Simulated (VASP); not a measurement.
# AlN (rock salt) (Fm-3m) in VASP: notebook

AlN (rock salt) is run at these levels: LDA; tasks: single point.

Program: VASP 6.6.1. These are calculated values, not measurements. Logs are shortened: lines on timing, memory, paths and dates and some standing lists are left out, and cuts for length are marked.

### 1 The cell of the first run

The structure is cubic, space group Fm-3m (No. 225). Conventional cell: a = 4.098 Å, b = 4.098 Å, c = 4.098 Å, α = 90.00°, β = 90.00°, γ = 90.00°. Within 2.7 Å of Al (site symmetry m-3m) lie 6 N at 2.05 Å. N (site symmetry m-3m) has 6 Al at 2.05 Å within 2.7 Å.

### 2 Single point, LDA (volume scaled by 1.04)

INCAR reads:

```
SYSTEM = AlN
ALGO = Normal ; EDIFF = 1E-7
ENCUT = 520 ; ISIF = 2
ISMEAR = 0 ; LASPH = .TRUE.
LCHARG = .FALSE. ; LREAL = .FALSE.
LWAVE = .FALSE. ; NBANDS = 11
NELM = 60 ; PREC = Accurate
SIGMA = 0.01
```

KPOINTS reads:

```
k-points
0
G
  10 10 10
  0 0 0
```

POSCAR reads:

```
AlN
1.0
    0.0000000000      2.0491148942      2.0491148942
    2.0491148942      0.0000000000      2.0491148942
    2.0491148942      2.0491148942      0.0000000000
Al N
1 1
Direct
    0.0000000000      0.0000000000      0.0000000000
    0.5000000000      0.5000000000      0.5000000000
```

Potentials or basis: VASP PAW LDA potentials, release 64 (Al, N).

Launch:

```sh
cat potpaw_LDA.64/Al/POTCAR potpaw_LDA.64/N/POTCAR > POTCAR
mpirun -np 1 vasp_std > vasp.out
```

OUTCAR:

```text
SYSTEM = AlN
   EDIFF = 1E-7
   ENCUT = 520
   ISIF = 2
   ISMEAR = 0
   LASPH = .TRUE.
   LREAL = .FALSE.
   NELM = 60
   PREC = Accurate

 ion  position               nearest neighbor table
   1  0.000  0.000  0.000-   2 2.05   2 2.05   2 2.05   2 2.05   2 2.05   2 2.05
   2  0.500  0.500  0.500-   1 2.05   1 2.05   1 2.05   1 2.05   1 2.05   1 2.05

  LATTYP: Found a face centered cubic cell.
 ALAT       =     4.0982297884

  Lattice vectors:

 A1 = (   0.0000000000,   2.0491148942,   2.0491148942)
 A2 = (   2.0491148942,   0.0000000000,   2.0491148942)
 A3 = (   2.0491148942,   2.0491148942,   0.0000000000)

Analysis of symmetry for initial positions (statically):
=====================================================================
 Subroutine PRICEL returns:
 Original cell was already a primitive cell.

 Routine SETGRP: Setting up the symmetry group for a
 face centered cubic supercell.

 Subroutine GETGRP returns: Found 48 space group operations
 (whereof 48 operations were pure point group operations)
 out of a pool of 48 trial point group operations.

The static configuration has the point symmetry O_h .

Analysis of symmetry for dynamics (positions and initial velocities):
=====================================================================
 Subroutine PRICEL returns:
 Original cell was already a primitive cell.

 Routine SETGRP: Setting up the symmetry group for a
 face centered cubic supercell.

 Subroutine GETGRP returns: Found 48 space group operations
 (whereof 48 operations were pure point group operations)
 out of a pool of 48 trial point group operations.

The dynamic configuration has the point symmetry O_h .

 Subroutine INISYM returns: Found 48 space group operations
 (whereof 48 operations are pure point group operations),
 and found     1 'primitive' translations

----------------------------------------------------------------------------------------

                                     Primitive cell

  volume of cell :      17.2079

  direct lattice vectors                    reciprocal lattice vectors
     0.000000000  2.049114894  2.049114894    -0.244007792  0.244007792  0.244007792
     2.049114894  0.000000000  2.049114894     0.244007792 -0.244007792  0.244007792
     2.049114894  2.049114894  0.000000000     0.244007792  0.244007792 -0.244007792

  length of vectors
     2.897886074  2.897886074  2.897886074     0.422633892  0.422633892  0.422633892

  position of ions in fractional coordinates (direct lattice)
     0.000000000  0.000000000  0.000000000
     0.500000000  0.500000000  0.500000000

  ion indices of the primitive-cell ions
   primitive index   ion index
                 1           1
                 2           2

----------------------------------------------------------------------------------------

 KPOINTS: k-points

Automatic generation of k-mesh.
 Grid dimensions read from file:
 generate k-points for:   10   10   10

 Generating k-lattice:

  Cartesian coordinates                     Fractional coordinates (reciprocal lattice)
    -0.024400779  0.024400779  0.024400779     0.100000000  0.000000000  0.000000000
     0.024400779 -0.024400779  0.024400779     0.000000000  0.100000000  0.000000000
     0.024400779  0.024400779 -0.024400779     0.000000000  0.000000000  0.100000000

  Length of vectors
     0.042263389  0.042263389  0.042263389

  Shift w.r.t. Gamma in fractional coordinates (k-lattice)
     0.000000000  0.000000000  0.000000000

 Subroutine IBZKPT returns following result:
 ===========================================

 Found     47 irreducible k-points:

 Following reciprocal coordinates:
            Coordinates               Weight
  0.000000  0.000000  0.000000      1.000000
  0.100000  0.000000  0.000000      8.000000
  0.200000  0.000000  0.000000      8.000000
  0.300000  0.000000  0.000000      8.000000
  0.400000  0.000000  0.000000      8.000000
  0.500000  0.000000  0.000000      4.000000
[... 16 lines left out ...]
  0.300000  0.300000  0.000000      6.000000
  0.400000  0.300000  0.000000     24.000000
 [... further k-points ...]
   k-points           NKPTS =     47   k-points in BZ     NKDIM =     47   number of bands    NBANDS=     11
   number of dos      NEDOS =    301   number of ions     NIONS =      2
   total plane-waves  NPLWV =  13824
   dimension x,y,z NGX =    24 NGY =   24 NGZ =   24
   dimension x,y,z NGXF=    48 NGYF=   48 NGZF=   48
   ions per type =               1   1
   NGX,Y,Z   is equivalent  to a cutoff of  13.77, 13.77, 13.77 a.u.
   NGXF,Y,Z  is equivalent  to a cutoff of  27.54, 27.54, 27.54 a.u.
 SYSTEM =  AlN
   PREC   = accura    normal or accurate (medium, high low for compatibility)
   ISTART =      0    job   : 0-new  1-cont  2-samecut
   ICHARG =      2    charge: 1-file 2-atom 10-const
   ISPIN  =      1    spin polarized calculation?
   LNONCOLLINEAR =      F non collinear calculations
   LSORBIT =      F    spin-orbit coupling
   LASPH  =      T    aspherical Exc in radial PAW
   ENCUT  =  520.0 eV  38.22 Ry    6.18 a.u.   5.39  5.39  5.39*2*pi/ulx,y,z
   NELM   =     60;   NELMIN=  2; NELMDL= -5     # of ELM steps
   EDIFF  = 0.1E-06   stopping-criterion for ELM
   LREAL  =      F    real-space projection
   EDIFFG = 0.1E-05   stopping-criterion for IOM
   NSW    =      0    number of steps for IOM
   IBRION =     -1    ionic relax: 0-MD 1-quasi-New 2-CG
   NFREE  =      0    steps in history (QN), initial steepest desc. (CG)
   ISIF   =      2    stress and relaxation
   ISYM   =      2    0-nonsym 1-usesym 2-fastsym
   POTIM  = 0.5000    time-step for ionic-motion
   TEBEG  =    0.0;   TEEND  =   0.0 temperature during run
   PSTRESS=    0.0 pullay stress
   NELECT =       8.0000    total number of electrons
   NUPDOWN=      -1.0000    fix difference up-down
   EMIN   =  10.00;   EMAX   =-10.00  energy-range for DOS
   EFERMI =   0.00;   METHOD = LEGACY
   ISMEAR =     0;   SIGMA  =   0.01  broadening in eV -4-tet -1-fermi 0-gaus
   EFERMI_NEDOS =   21; number of points for ismear=-14 and -15
   IALGO  =     38    algorithm
   IMIX   =      4    mixing-type and parameters
     AMIX     =   0.40;   BMIX     =  1.00
     AMIX_MAG =   1.60;   BMIX_MAG =  1.00
  volume/ion in A,a.u.               =       8.60        58.06
  Fermi-wavevector in a.u.,A,eV,Ry     =   1.268222  2.396592 21.883424  1.608386
  Thomas-Fermi vector in A             =   2.401328
   LORBIT       =      0    0 simple, 1 ext, 2 COOP (PROOUT), +10 PAW based schemes
   GGA     = CA    functional components
   LHFCALC =     F    Hartree Fock is set to
   AEXX    =    0.0000 exact exchange contribution
   IVDW    =     0    specifies the selected vdW correction
   LEPSILON=     F    determine dielectric tensor
   LRPA    =     F    only Hartree local field effects (RPA)
 non-spin polarized calculation
 Gauss-broadening in eV      SIGMA  =   0.01
  energy-cutoff  :      520.00
  volume of cell :       17.21
 maximum number of plane-waves:       483
 NGX is ok and might be reduce to    24
   NGX = 11   NGY = 11   NGZ = 11

 number of electron       8.0000001 magnetization

 Free energy of the ion-electron system (eV)
  ---------------------------------------------------
  ext. energy  EPLUGINS =         0.00000000
  ---------------------------------------------------
  free energy    TOTEN  =       -16.17941065 eV

  energy without entropy =      -16.17941065  energy(sigma->0) =      -16.17941065

 E-fermi :   9.3092     XC(G=0): -12.3854

 val. band max:        9.1929731480   @ k =   0.0000   0.0000   0.0000
 cond. band min:      13.2729156563   @ k =   0.5000   0.5000   0.0000
 fundamental gap:      4.0799425083
 Fermi energy:         9.3092402194

 k-point     1 :       0.0000    0.0000    0.0000
  band No.  band energies     occupation
      1      -7.8514      2.00000
      2       9.1930      2.00000
      3       9.1930      2.00000
      4       9.1930      2.00000
      5      14.3909      0.00000
      6      21.0902      0.00000
      7      21.0902      0.00000
      8      21.0902      0.00000
      9      26.2040      0.00000
     10      26.5332      0.00000
     11      26.5332      0.00000

 k-point     2 :       0.1000    0.0000    0.0000
  band No.  band energies     occupation
      1      -7.6520      2.00000
      2       8.1895      2.00000
      3       9.0788      2.00000
      4       9.0788      2.00000
      5      15.0204      0.00000
      6      20.1985      0.00000
      7      21.3638      0.00000
      8      21.3638      0.00000
      9      24.7768      0.00000
     10      24.7768      0.00000
     11      26.6293      0.00000

 k-point     3 :       0.2000    0.0000    0.0000
  band No.  band energies     occupation
      1      -7.0713      2.00000
      2       6.1015      2.00000
      3       8.8016      2.00000
      4       8.8016      2.00000
      5      15.7206      0.00000
      6      19.6102      0.00000
      7      21.4161      0.00000
      8      21.4161      0.00000
      9      24.2788      0.00000
     10      24.2788      0.00000
     11      25.9227      0.00000

 k-point     4 :       0.3000    0.0000    0.0000
  band No.  band energies     occupation
      1      -6.1802      2.00000
      2       3.8387      2.00000
      3       8.4941      2.00000
      4       8.4941      2.00000
      5      15.5529      0.00000
      6      20.3710      0.00000
      7      20.5994      0.00000
      8      20.5994      0.00000
      9      25.1675      0.00000
     10      25.7850      0.00000
     11      25.7850      0.00000
[... 239 lines left out ...]
 k-point    22 :      -0.2000    0.2000    0.0000
  band No.  band energies     occupation
      1      -5.8920      2.00000
      2       4.3583      2.00000
      3       6.3600      2.00000
      4       8.5627      2.00000
      5      17.4181      0.00000
      6      18.9267      0.00000
      7      19.3971      0.00000
      8      21.1096      0.00000
      9      23.8743      0.00000
     10      27.6933      0.00000
     11      28.7539      0.00000

 k-point    23 :       0.3000    0.3000    0.0000
  band No.  band energies     occupation
      1      -5.6554      2.00000
      2       4.5267      2.00000
      3       7.2372      2.00000
      4       7.2372      2.00000
      5      15.5139      0.00000
      6      15.8182      0.00000
      7      20.3812      0.00000
      8      24.1480      0.00000
      9      24.1480      0.00000
     10      29.1905      0.00000
     11      32.3681      0.00000

 k-point    24 :       0.4000    0.3000    0.0000
  band No.  band energies     occupation
      1      -4.9172      2.00000
      2       3.5245      2.00000
      3       6.4864      2.00000
      4       6.9890      2.00000
      5      14.8965      0.00000
      6      15.9197      0.00000
      7      20.8392      0.00000
      8      24.0822      0.00000
      9      24.7867      0.00000
     10      30.3886      0.00000
     11      33.0652      0.00000

 [... further k-points ...]

------------------------ aborting loop because EDIFF is reached ----------------------------------------

  FORCE on cell =-STRESS in cart. coord.  units (eV):
  Direction    XX          YY          ZZ          XY          YZ          ZX
  --------------------------------------------------------------------------------------
  -------------------------------------------------------------------------------------
  Total       -1.6376764     -1.6376764     -1.6376764     -0.0000000      0.0000000      0.0000000
  in kB     -152.4788948   -152.4788948   -152.4788948     -0.0000000      0.0000000      0.0000000
  external PRESSURE =    -152.4788948 kB  Pullay stress =       0.0000000 kB

 VOLUME and BASIS-vectors are now :
 -----------------------------------------------------------------------------
  energy-cutoff  :      520.00
  volume of cell :       17.21
      direct lattice vectors                 reciprocal lattice vectors
     0.000000000  2.049114894  2.049114894    -0.244007792  0.244007792  0.244007792
     2.049114894  0.000000000  2.049114894     0.244007792 -0.244007792  0.244007792
     2.049114894  2.049114894  0.000000000     0.244007792  0.244007792 -0.244007792

 POSITION                                       TOTAL-FORCE (eV/Angst)
 -----------------------------------------------------------------------------------
      0.00000      0.00000      0.00000        -0.000000     -0.000000     -0.000000
      2.04911      2.04911      2.04911         0.000000      0.000000      0.000000
 -----------------------------------------------------------------------------------
    total drift:                               -0.000000     -0.000000      0.000000

  FREE ENERGIE OF THE ION-ELECTRON SYSTEM (eV)
  ---------------------------------------------------
  free  energy   TOTEN  =       -16.1794106510 eV

  energy  without entropy=      -16.1794106510  energy(sigma->0) =      -16.17941065
```

Run time: 4.9 s. Hardware: 1 thread of AMD EPYC 9R45 (Zen 5), shared host; peak memory 0.09 GiB.

Results:

```
Free energy            : -16.1794 eV
Pressure               : -15.2 GPa
Band gap on the k mesh : 4.08 eV, indirect (least direct gap 5.20 eV)
```

Levels at points of the mesh, in eV from the valence-band top:
```tsv
k point	band 2	band 3	band 4	band 5	band 6	band 7
(0.00, 0.00, 0.00)	0.00	0.00	0.00	5.20	11.90	11.90
(0.50, 0.00, 0.00)	-8.09	-1.01	-1.01	5.87	10.48	10.48
(0.50, 0.50, 0.00)	-7.14	-2.71	-2.71	4.08	5.26	13.41
```

 A k mesh can miss the band edges.

### 3 Single point, LDA (volume scaled by 0.92)

INCAR reads:

```
PREC = Accurate ; ENCUT = 600
EDIFF = 1E-6 ; ISMEAR = 0
SIGMA = 0.01 ; LREAL = False
LASPH = True ; NELM = 120
ALGO = Normal ; ISIF = 2
LWAVE = False ; LCHARG = False
NBANDS = 11 ; GGA_COMPAT = False
```

KPOINTS reads:

```
regular mesh
0
Gamma
  10 10 10
```

POSCAR reads:

```
AlN
1.0
    0.0000000000      1.9670609010      1.9670609010
    1.9670609010      0.0000000000      1.9670609010
    1.9670609010      1.9670609010      0.0000000000
Al N
1 1
Direct
    0.0000000000      0.0000000000      0.0000000000
    0.5000000000      0.5000000000      0.5000000000
```

Potentials or basis: VASP PAW LDA potentials, release 64 (Al, N).

Launch:

```sh
cat potpaw_LDA.64/Al/POTCAR potpaw_LDA.64/N/POTCAR > POTCAR
mpirun -np 1 vasp_std > vasp.out
```

It took 4.2 s on 1 thread of Intel Xeon 6975P-C (Granite Rapids), shared host; peak memory 0.12 GiB.

The run converged. Its results:

```yaml
Free_energy: -16.1776 eV
Pressure: 18.7 GPa
Band_gap_on_the_k_mesh: 5.03 eV, indirect (least direct gap 7.01 eV)
```

Levels at points of the mesh, in eV from the valence-band top:
```tsv
k point	band 1	band 2	band 3	band 4	band 5	band 6	band 7	band 8	band 9
(0.00, 0.00, 0.00)	-18.18	0.00	0.00	0.00	7.01	12.27	12.27	12.27	17.73
(0.50, 0.00, 0.00)	-14.50	-8.89	-1.24	-1.24	6.66	11.48	11.48	14.36	16.81
(0.50, 0.50, 0.00)	-13.37	-7.98	-3.03	-3.03	5.03	5.28	14.91	18.31	18.31
```

 A k mesh can miss the band edges.

[end of part 1 of 2]
